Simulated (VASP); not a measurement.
# Sb (P6/mmm) in VASP: a series of runs

Sb is run at these levels: PBE; tasks: single point.

All numbers are computed with VASP 6.6.1; they aren't measurements. Logs are shortened: lines on timing, memory, paths and dates and some standing lists are left out, and cuts for length are marked.

**1. The cell of the first run**

It takes space group P6/mmm (No. 191, hexagonal). Conventional cell: a = 4.318 Å, b = 4.318 Å, c = 2.566 Å, α = 90.00°, β = 90.00°, γ = 120.00°. Sb (site symmetry 6/mmm) has 14 Sb at 2.57 to 2.80 Å within 3.4 Å. Within 3.3 Å of Sb (site symmetry -6m2) lie 11 Sb at 2.49 to 2.80 Å.

**2. Single point, PBE**

Input file INCAR:

```
PREC = Accurate ; ENCUT = 520
EDIFF = 1E-6 ; ISMEAR = -1
SIGMA = 0.1 ; LREAL = False
LASPH = True ; NELM = 80
ALGO = Normal ; ISIF = 2
LWAVE = False ; LCHARG = True
GGA = PE ; LELF = True
LVHAR = True ; NBANDS = 14
```

Input file KPOINTS:

```
Automatic mesh
0
Gamma
  7 7 9
```

Input file POSCAR:

```
Sb
1.0
    4.3177455487      0.0000000000      0.0000000000
   -2.1588727744      3.7392773323      0.0000000000
    0.0000000000      0.0000000000      2.5664395529
Sb
3
Direct
    0.0000000000      0.0000000000      0.0000000000
    0.3333333333      0.6666666667      0.5000000000
    0.6666666667      0.3333333333      0.5000000000
```

Potentials or basis: VASP PAW PBE potentials, release 64 (Sb).

Started as:

```bash
cat potpaw_PBE.64/Sb/POTCAR > POTCAR
mpirun -np 1 vasp_std > vasp.out
```

OUTCAR:

```text
PREC = Accurate
   ENCUT = 520
   EDIFF = 1E-6
   ISMEAR = -1
   LREAL = False
   LASPH = True
   NELM = 80
   ISIF = 2
   GGA = PE

 ion  position               nearest neighbor table
   1  0.000  0.000  0.000-   2 2.80   3 2.80   2 2.80   3 2.80   3 2.80   3 2.80   2 2.80   2 2.80
                             3 2.80   3 2.80   2 2.80   2 2.80
   2  0.333  0.667  0.500-   3 2.49   3 2.49   3 2.49   1 2.80   1 2.80   1 2.80   1 2.80   1 2.80
                             1 2.80   3 3.58   3 3.58   3 3.58   3 3.58   3 3.58   3 3.58
   3  0.667  0.333  0.500-   2 2.49   2 2.49   2 2.49   1 2.80   1 2.80   1 2.80   1 2.80   1 2.80
                             1 2.80   2 3.58   2 3.58   2 3.58   2 3.58   2 3.58   2 3.58

  LATTYP: Found a hexagonal cell.
 ALAT       =     4.3177455487
 C/A-ratio  =     0.5943934222

  Lattice vectors:

 A1 = (   4.3177455487,   0.0000000000,   0.0000000000)
 A2 = (  -2.1588727744,   3.7392773323,   0.0000000000)
 A3 = (   0.0000000000,   0.0000000000,   2.5664395529)

Analysis of symmetry for initial positions (statically):
=====================================================================
 Subroutine PRICEL returns:
 Original cell was already a primitive cell.

 Routine SETGRP: Setting up the symmetry group for a
 hexagonal supercell.

 Subroutine GETGRP returns: Found 24 space group operations
 (whereof 24 operations were pure point group operations)
 out of a pool of 24 trial point group operations.

The static configuration has the point symmetry D_6h.

Analysis of symmetry for dynamics (positions and initial velocities):
=====================================================================
 Subroutine PRICEL returns:
 Original cell was already a primitive cell.

 Routine SETGRP: Setting up the symmetry group for a
 hexagonal supercell.

 Subroutine GETGRP returns: Found 24 space group operations
 (whereof 24 operations were pure point group operations)
 out of a pool of 24 trial point group operations.

The dynamic configuration has the point symmetry D_6h.

 Subroutine INISYM returns: Found 24 space group operations
 (whereof 24 operations are pure point group operations),
 and found     1 'primitive' translations

----------------------------------------------------------------------------------------

                                     Primitive cell

  volume of cell :      41.4358

  direct lattice vectors                    reciprocal lattice vectors
     4.317745549  0.000000000  0.000000000     0.231602346  0.133715677  0.000000000
    -2.158872774  3.739277332  0.000000000     0.000000000  0.267431354  0.000000000
[... 84 lines left out ...]
   LASPH  =      T    aspherical Exc in radial PAW
   ENCUT  =  520.0 eV  38.22 Ry    6.18 a.u.   8.03  8.03  4.77*2*pi/ulx,y,z
   NELM   =     80;   NELMIN=  2; NELMDL= -5     # of ELM steps
   EDIFF  = 0.1E-05   stopping-criterion for ELM
   LREAL  =      F    real-space projection
[... 7 lines left out ...]
   TEBEG  =    0.0;   TEEND  =   0.0 temperature during run
   PSTRESS=    0.0 pullay stress
   NELECT =      15.0000    total number of electrons
   NUPDOWN=      -1.0000    fix difference up-down
   EMIN   =  10.00;   EMAX   =-10.00  energy-range for DOS
   EFERMI =   0.00;   METHOD = LEGACY
   ISMEAR =    -1;   SIGMA  =   0.10  broadening in eV -4-tet -1-fermi 0-gaus
   EFERMI_NEDOS =   21; number of points for ismear=-14 and -15
   IALGO  =     38    algorithm
   IMIX   =      4    mixing-type and parameters
     AMIX     =   0.40;   BMIX     =  1.00
     AMIX_MAG =   1.60;   BMIX_MAG =  1.00
  volume/ion in A,a.u.               =      13.81        93.21
  Fermi-wavevector in a.u.,A,eV,Ry     =   1.166756  2.204849 18.521873  1.361319
  Thomas-Fermi vector in A             =   2.303265
   LORBIT       =      0    0 simple, 1 ext, 2 COOP (PROOUT), +10 PAW based schemes
   GGA     = PE    functional components
[... 5 lines left out ...]
 non-spin polarized calculation
  energy-cutoff  :      520.00
  volume of cell :       41.44
 maximum number of plane-waves:      1125
   NGX = 17   NGY = 17   NGZ =  9

 number of electron      14.9999999 magnetization

 Free energy of the ion-electron system (eV)
  ---------------------------------------------------
  ext. energy  EPLUGINS =         0.00000000
  ---------------------------------------------------
  free energy    TOTEN  =         1.96143984 eV

  energy without entropy =        2.00042005  energy(sigma->0) =        1.98092994

 E-fermi :  20.8282     XC(G=0): -13.4059

 val. band max:       20.7959974325   @ k =   0.4286   0.1429   0.3333
 cond. band min:      20.8622130788   @ k =   0.4286   0.0000   0.2222
 fundamental gap:      0.0662156463
 Fermi energy:        20.8281757234

 k-point     1 :       0.0000    0.0000    0.0000
  band No.  band energies     occupation
      1       0.0262      2.00000
      2      11.7460      2.00000
      3      11.8053      2.00000
      4      12.4295      2.00000
      5      12.4295      2.00000
      6      12.6369      2.00000
      7      12.6369      2.00000
      8      22.8391      0.00000
      9      27.7636      0.00000
     10      31.2037      0.00000
     11      31.9200      0.00000
     12      31.9200      0.00000
     13      32.9516      0.00000
     14      32.9516      0.00000
[... 377 lines left out ...]
      1       4.2649      2.00000
      2       5.9729      2.00000
      3       6.0754      2.00000
      4      16.2280      2.00000
      5      16.5063      2.00000
      6      18.5103      2.00000
      7      19.7589      1.99995
      8      20.1189      1.99834
      9      20.4918      1.93309
     10      25.4088      0.00000
     11      25.7144      0.00000
     12      27.3296      0.00000
     13      28.6270      0.00000
     14      29.0722      0.00000

 [... further k-points ...]
[... 5 lines left out ...]
  --------------------------------------------------------------------------------------
  -------------------------------------------------------------------------------------
  Total       52.5595642     52.5595642     52.5394506     -0.0000000      0.0000000      0.0000000
  in kB     2032.2941926   2032.2941926   2031.5164694     -0.0000000      0.0000000      0.0000000
  external PRESSURE =    2032.0349515 kB  Pullay stress =       0.0000000 kB

 VOLUME and BASIS-vectors are now :
 -----------------------------------------------------------------------------
  energy-cutoff  :      520.00
  volume of cell :       41.44
      direct lattice vectors                 reciprocal lattice vectors
     4.317745549  0.000000000  0.000000000     0.231602346  0.133715677  0.000000000
    -2.158872774  3.739277332  0.000000000     0.000000000  0.267431354  0.000000000
     0.000000000  0.000000000  2.566439553     0.000000000  0.000000000  0.389644868

 POSITION                                       TOTAL-FORCE (eV/Angst)
 -----------------------------------------------------------------------------------
      0.00000      0.00000      0.00000         0.000000      0.000000      0.000000
     -0.00000      2.49285      1.28322        -0.000000     -0.000000     -0.000000
      2.15887      1.24643      1.28322         0.000000      0.000000      0.000000
 -----------------------------------------------------------------------------------
    total drift:                               -0.000000      0.000000      0.000000

  FREE ENERGIE OF THE ION-ELECTRON SYSTEM (eV)
  ---------------------------------------------------
  free  energy   TOTEN  =         1.9614398373 eV

  energy  without entropy=        2.0004200483  energy(sigma->0) =        1.98092994
```

OSZICAR:

```text
N       E                     dE             d eps       ncg     rms          rms(c)
DAV:   1     0.965469748532E+02    0.96547E+02   -0.52164E+03  1120   0.858E+02
DAV:   2     0.543738007029E+01   -0.91110E+02   -0.85633E+02  1464   0.182E+02
DAV:   3     0.168594772519E+01   -0.37514E+01   -0.36998E+01  1386   0.398E+01
DAV:   4     0.165434255412E+01   -0.31605E-01   -0.31593E-01  1264   0.451E+00
DAV:   5     0.165400273367E+01   -0.33982E-03   -0.33980E-03  1430   0.478E-01    0.112E+01
DAV:   6     0.185632908003E+01    0.20233E+00   -0.24363E-02  1240   0.108E+00    0.707E+00
DAV:   7     0.195938199500E+01    0.10305E+00   -0.44926E-02  1204   0.148E+00    0.157E-01
DAV:   8     0.196106705668E+01    0.16851E-02   -0.27241E-03  1348   0.376E-01    0.122E-01
DAV:   9     0.196143279599E+01    0.36574E-03   -0.38766E-04  1270   0.128E-01    0.184E-02
DAV:  10     0.196143641751E+01    0.36215E-05   -0.50433E-06  1426   0.172E-02    0.489E-03
DAV:  11     0.196144104366E+01    0.46261E-05   -0.46452E-07   884   0.456E-03    0.213E-03
DAV:  12     0.196143966549E+01   -0.13782E-05   -0.98498E-08   782   0.268E-03    0.734E-04
DAV:  13     0.196143983733E+01    0.17184E-06   -0.11252E-08   770   0.932E-04
   1 F= 0.19614398E+01 E0= 0.19809299E+01  d E =-.389802E-01
```

stdout:

```text
POSCAR found type information on POSCAR Sb
 POSCAR found :  1 types and       3 ions
 scaLAPACK will be used
 LDA part: xc-table for (Slater+PW92), standard interpolation
 POSCAR, INCAR and KPOINTS ok, starting setup
 FFT: planning ... GRIDC
 FFT: planning ... GRID_SOFT
 FFT: planning ... GRID
 WAVECAR not read
 entering main loop
```

It took 10 s on 1 thread of Intel Xeon 6975P-C (Granite Rapids), shared host; peak memory 0.15 GiB.

What came out:

| Property | Result |
| --- | --- |
| Free energy | 1.9614 eV |
| Pressure | 203.2 GPa |

Stress tensor (GPa, compression positive):
```
203.23   0.00   0.00
  0.00 203.23   0.00
  0.00   0.00 203.15
```

Caveat: spin-orbit coupling is left out, which moves the levels of the heavy elements.

**3. Single point, PBE**

Input file INCAR:

```
SYSTEM = Sb
PREC = Accurate ; ENCUT = 520
EDIFF = 1E-6 ; ISMEAR = -1
SIGMA = 0.1 ; LREAL = .FALSE.
LASPH = .TRUE. ; NELM = 60
ALGO = Normal ; ISIF = 2
LWAVE = .FALSE. ; LCHARG = .TRUE.
GGA = PE ; LELF = .TRUE.
LVHAR = .TRUE. ; NBANDS = 14
```

Input file KPOINTS:

```
Automatic mesh
0
G
  7 7 9
  0 0 0
```

POSCAR is that of step 2.

Potentials or basis: VASP PAW PBE potentials, release 64 (Sb).

Started as:

```bash
cat potpaw_PBE.64/Sb/POTCAR > POTCAR
mpirun -np 1 vasp_std > vasp.out
```

Wall time 11 s (1 thread of Intel Xeon 6975P-C (Granite Rapids), shared host); peak memory 0.15 GiB.

The run converged. Its results:

```
Free energy : 1.9614 eV
Pressure    : 203.2 GPa
```

Stress tensor (GPa, compression positive):
```
203.23   0.00   0.00
  0.00 203.23   0.00
  0.00   0.00 203.15
```

Levels at points of the mesh, in eV from the Fermi level:
```tsv
k point	band 6	band 7	band 8	band 9	band 10	band 11
(0.00, 0.00, 0.00)	-8.19	-8.19	2.01	6.94	10.38	11.09
```

Caveat: spin-orbit coupling is left out, which moves the levels of the heavy elements.

**4. Single point, PBE**

This run uses another cell than the first one, of 16.02 Å³/atom, 1.160 times its volume.

Input file INCAR:

```
SYSTEM = Sb
PREC = Accurate
ENCUT = 520
EDIFF = 1E-6
ISMEAR = -1
SIGMA = 0.1
LREAL = .FALSE.
LASPH = .TRUE.
NELM = 100
ALGO = Normal
ISIF = 2
LWAVE = .FALSE.
LCHARG = .FALSE.
GGA = PE
NBANDS = 14
```

KPOINTS is that of step 3.

Input file POSCAR:

```
Sb
1.0
    4.5338572879      0.0000000000      0.0000000000
   -2.2669286439      3.9264355884      0.0000000000
    0.0000000000      0.0000000000      2.7000227771
Sb
3
Direct
    0.0000000000      0.0000000000      0.0000000000
    0.3333333333      0.6666666667      0.5000000000
    0.6666666667      0.3333333333      0.5000000000
```

Started as:

```bash
cat potpaw_PBE.64/Sb/POTCAR > POTCAR
mpirun -np 1 vasp_std > vasp.out
```

Run time: 13 s. Hardware: 1 thread of Intel Xeon 6975P-C (Granite Rapids), shared host; peak memory 0.16 GiB.

The run converged. Its results:

```
Free energy : -4.3760 eV
Pressure    : 112.8 GPa
```

Stress tensor (GPa, compression positive):
```
112.94   0.00   0.00
  0.00 112.94   0.00
  0.00   0.00 112.65
```

Levels at points of the mesh, in eV from the Fermi level:
| k point | band 6 | band 7 | band 8 | band 9 | band 10 | band 11 |
| --- | --- | --- | --- | --- | --- | --- |
| (0.00, 0.00, 0.00) | -6.97 | -6.97 | 2.03 | 6.46 | 10.25 | 10.25 |

Caveat: spin-orbit coupling is left out, which moves the levels of the heavy elements.

**5. Single point, PBE**

Input file INCAR:

```
  ALGO = Normal
  EDIFF = 1E-6
  ENCUT = 520
  GGA = PE
  ISIF = 2
  ISMEAR = -1
  LASPH = True
  LCHARG = True
  LELF = True
  LREAL = False
  LVHAR = True
  LWAVE = False
  NBANDS = 14
  NELM = 80
  PREC = Accurate
  SIGMA = 0.1
```

Input file KPOINTS:

```
k-points
0
Gamma
  7 7 9
```

POSCAR is that of step 4.

Started as:

```bash
cat potpaw_PBE.64/Sb/POTCAR > POTCAR
mpirun -np 1 vasp_std > vasp.out
```

Run time: 12 s. Hardware: 1 thread of Intel Xeon 6975P-C (Granite Rapids), shared host; peak memory 0.17 GiB.

The run converged. Its results:

```yaml
Free_energy: -4.3760 eV
Pressure: 112.8 GPa
```

Stress tensor (GPa, compression positive):
```
112.94   0.00   0.00
  0.00 112.94   0.00
  0.00   0.00 112.65
```

Levels at points of the mesh, in eV from the Fermi level:
| k point | band 6 | band 7 | band 8 | band 9 | band 10 | band 11 |
| --- | --- | --- | --- | --- | --- | --- |
| (0.00, 0.00, 0.00) | -6.97 | -6.97 | 2.03 | 6.46 | 10.25 | 10.25 |

Caveat: spin-orbit coupling is left out, which moves the levels of the heavy elements.

**6. Single point, PBE**

This run uses another cell than the first one, of 16.02 Å³/atom, 1.160 times its volume.

Input file INCAR:

```
SYSTEM = Sb
PREC = Accurate
ENCUT = 520
EDIFF = 1E-6
ISMEAR = 1
SIGMA = 0.15
LREAL = .False.
LASPH = .True.
NELM = 100
ALGO = Normal
ISIF = 2
LWAVE = .False.
LCHARG = .True.
GGA = PE
LELF = .True.
LVHAR = .True.
NBANDS = 14
```

Input file KPOINTS:

```
regular mesh
0
Gamma
  7 7 9
  0 0 0
```

Input file POSCAR:

```
Sb
1.0
    4.5354051211      0.0000000000      0.0000000000
   -2.2677025605      3.9277760513      0.0000000000
    0.0000000000      0.0000000000      2.6981801758
Sb
3
Direct
    0.0000000000      0.0000000000      0.0000000000
    0.3333333333      0.6666666667      0.5000000000
    0.6666666667      0.3333333333      0.5000000000
```

Potentials or basis: VASP PAW PBE potentials, release 64 (Sb).

Started as:

```bash
cat potpaw_PBE.64/Sb/POTCAR > POTCAR
mpirun -np 1 vasp_std > vasp.out
```

Run time: 11 s. Hardware: 1 thread of Intel Xeon 6975P-C (Granite Rapids), shared host; peak memory 0.17 GiB.

Results (log left out):

| Item | Value |
| --- | --- |
| Free energy | -4.3504 eV |
| Pressure | 112.8 GPa |

Levels at points of the mesh, in eV from the Fermi level:
| k point | band 4 | band 5 | band 6 | band 7 | band 8 | band 9 | band 10 | band 11 | band 12 | band 13 |
| --- | --- | --- | --- | --- | --- | --- | --- | --- | --- | --- |
| (0.00, 0.00, 0.00) | -7.21 | -7.21 | -6.97 | -6.97 | 2.06 | 6.49 | 10.23 | 10.23 | 10.96 | 11.35 |

Caveat: spin-orbit coupling is left out, which moves the levels of the heavy elements.

**7. Summary**

| cell | smearing | gap on the mesh (eV) | pressure (GPa) |
| --- | --- | --- | --- |
| a = 4.318, b = 4.318, c = 2.566 Å, angles 90.0, 90.0, 120.0°, 3 atoms | fermi-dirac 0.1 eV | none | 203.2 |
| a = 4.534, b = 4.534, c = 2.700 Å, angles 90.0, 90.0, 120.0°, 3 atoms | fermi-dirac 0.1 eV | none | 112.8 |
| a = 4.535, b = 4.535, c = 2.698 Å, angles 90.0, 90.0, 120.0°, 3 atoms | methfessel-paxton 0.15 eV | none | 112.8 |

Alike in all rows: task single point; level PBE; potentials or basis VASP PAW PBE potentials, release 64 (Sb); no spin polarisation; k mesh 7 × 7 × 9; cutoff (eV) 520.

Caveats: spin-orbit coupling is left out, which moves the levels of the heavy elements.

Total energies depend on the potentials used, so only differences within one code and one set of settings carry meaning.
